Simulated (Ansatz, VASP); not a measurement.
**Two plane-wave programs on ZnO**

Contents of INCAR:

```
PREC = Accurate ; ENCUT = 520
EDIFF = 1E-6 ; ISMEAR = 0
SIGMA = 0.05 ; LREAL = False
LASPH = True ; NELM = 60
ALGO = Normal ; ISIF = 2
LWAVE = False ; LCHARG = False
NBANDS = 26
```

KPOINTS

```
Automatic mesh
0
Gamma
  9 9 4
```

File POSCAR:

```
ZnO
1.0
    3.2386476513      0.0000000000      0.0000000000
   -1.6193238256      2.8047511399      0.0000000000
    0.0000000000      0.0000000000      7.3443545905
Zn O
2 2
Direct
    0.0000000000      0.0000000000      0.7500000000
    0.0000000000      0.0000000000      0.2500000000
    0.3333333333      0.6666666667      0.2500000000
    0.6666666667      0.3333333333      0.7500000000
```

Input for Ansatz:

```yaml
crystal:
  lattice:
    - [3.2386476513, 0.0, 0.0]
    - [-1.6193238256, 2.8047511399, 0.0]
    - [0.0, 0.0, 7.3443545905]
  atoms:
    - { symbol: Zn, position: [0.0, 0.0, 0.75] }
    - { symbol: Zn, position: [0.0, 0.0, 0.25] }
    - { symbol: O, position: [0.3333333333, 0.6666666667, 0.25] }
    - { symbol: O, position: [0.6666666667, 0.3333333333, 0.75] }
basis:
  ecutwfc: 420
kpoints:
  mp_grid: { grid: [9, 9, 4] }
hamiltonian:
  xc: lda
scf:
  occupations: { method: gaussian, width: 0.05 }
output:
  forces: true
  stress: true
  eigenvalues: true
```

Change from the starting cell: strain -0.015 along x and y, +0.030 along z, atoms carried along.

Alike in both runs: task single point; functional LDA; k mesh 9 × 9 × 4; occupations gaussian, width 0.05 eV; no spin polarisation.

|  | VASP | Ansatz |
| --- | --- | --- |
| version | VASP 6.6.1 | Ansatz 0.2.0 |
| potentials or method | VASP PAW LDA potentials, release 64 (Zn, O), cutoff 520 eV | scalar-relativistic, plane waves, PAW |
| valence electrons in the cell | 36 | 36 |

VASP gave:

```
gap on the k mesh at the Fermi level (eV)                     : 0.81
least direct gap on the mesh (eV)                             : 0.81
pressure (GPa)                                                : -3.3
traceless stress, the component that is largest in VASP (GPa) : 1.65
```

Estimate Ansatz's values.

gap on the k mesh at the Fermi level (eV): 0.79; least direct gap on the mesh (eV): 0.79; pressure (GPa): -4.2; traceless stress, the component that is largest in VASP (GPa): 2.60.

LDA's correlation is that of Perdew and Zunger in VASP and of Perdew and Wang (1992) in Ansatz.
